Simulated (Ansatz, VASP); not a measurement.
Two plane-wave programs on K

```
K
1.0
     7.79671    0.00000    0.00000
    -3.89836    6.75215    0.00000
     0.00000    0.00000    4.63174
K
3
Direct
  0.00000 0.00000 0.00000
  0.33333 0.66667 0.50000
  0.66667 0.33333 0.50000
```

Alike in both runs: task single point; functional RPBE; k mesh 6 × 6 × 8; occupations fermi-dirac, width 0.1 eV; no spin polarisation.

```csv
,VASP,Ansatz
version,VASP 6.6.1,Ansatz 0.2.0
potentials or method,"VASP PAW PBE potentials, release 64 (K_sv), cutoff 520 eV","plane waves (420 eV) with PAW, scalar-relativistic"
valence electrons in the cell,27,27
```

|  | VASP | Ansatz | Ansatz less VASP |
| --- | --- | --- | --- |
| pressure (GPa) | 0.0 | 0.0 | +0.01 |

VASP's potentials were made for PBE, not for RPBE.
